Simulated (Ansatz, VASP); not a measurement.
HfO2 in VASP and in Ansatz

```xyz
3
Lattice="-1.0741 2.1482 2.1482 2.1482 -1.0741 2.1482 2.1482 2.1482 -1.0741" Properties=species:S:1:pos:R:3 pbc="T T T"
Hf    0.0000    0.0000    0.0000
O     0.8056    0.8056    0.8056
O     2.4167    2.4167    2.4167
```

Alike in both runs: task single point; functional PBE; k mesh 8 × 8 × 8; occupations gaussian, width 0.05 eV; no spin polarisation.

|  | VASP | Ansatz |
| --- | --- | --- |
| version | VASP 6.6.1 | Ansatz 0.2.0 |
| potentials or method | VASP PAW PBE potentials, release 64 (Hf_pv, O), cutoff 520 eV | scalar-relativistic, plane waves, PAW |
| valence electrons in the cell | 22 | 38 |

Ansatz gave:

```
gap on the k mesh at the Fermi level (eV) : none
rms of the force components (eV/Å)        : 19.727
```

Question: What did VASP give for the same quantities?

Answer: gap on the k mesh at the Fermi level (eV): none; rms of the force components (eV/Å): 23.313.

Atom by atom the forces differ by 3.586 eV/Å (rms over components). A gap of «none» marks a metal or a gap that the smearing closes. VASP's potentials hold 22 valence electrons a cell and Ansatz's 38, so a difference there can come from the potentials and not from the codes.

Neither program's run includes spin-orbit coupling.
